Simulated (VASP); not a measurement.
Wanted: the native input for a VASP 6.6.1 run.

* Task: single point
* Functional: PBE
* Potentials or basis: VASP PAW PBE potentials, release 64 (B, N)
* Cutoff: 520 eV
* k mesh: 12 × 12 × 6
* Occupations: gaussian, width 0.05 eV
* Spin: no spin polarisation
* Dipole correction: no
* Further INCAR settings: ALGO = Normal; EDIFF = 1e-07; NBANDS = 16

The structure of BN lies in POSCAR:

```
BN
1.0
    2.5539396017      0.0000000000      0.0000000000
   -1.2769698009      2.2117765748      0.0000000000
    0.0000000000      0.0000000000      4.2268550000
B N
2 2
Direct
    0.7175307554      0.4350615108      1.1061861332
    0.3333333333      0.6666666667      0.4997240000
    0.6666666667      0.3333333333      0.6252760000
    0.3333333333      0.6666666667      0.1252760000
```

This cell differs from its parent crystal: atom 1 (B) moved by (+0.225, +0.450) A along y and z.

One way to write it, as run:

INCAR

```
  ALGO = Normal
  EDIFF = 1E-7
  ENCUT = 520
  GGA = PE
  ISIF = 2
  ISMEAR = 0
  LASPH = T
  LCHARG = F
  LREAL = F
  LWAVE = F
  NBANDS = 16
  NELM = 80
  PREC = Accurate
  SIGMA = 0.05
```

KPOINTS

```
k-points
0
Gamma
  12 12 6
```

Potentials or basis: VASP PAW PBE potentials, release 64 (B, N).

Run with:

```console
$ cat potpaw_PBE.64/B/POTCAR potpaw_PBE.64/N/POTCAR > POTCAR
$ mpirun -np 1 vasp_std > vasp.out
```

It gave:

```
Pressure               : 27.5 GPa
Largest force          : 7.877 eV/Å
Band gap on the k mesh : 2.45 eV, indirect (least direct gap 4.08 eV)
```

Caveat: the cell differs from its parent crystal (atom 1 (B) moved by (+0.225, +0.450) A along y and z); forces of over 1 eV/Å act on the atoms, so gaps and moduli don't describe the material at rest.

Wall time 32 s on 1 thread of AMD EPYC 9R45 (Zen 5), with other jobs on the host, peak memory 0.16 GiB.
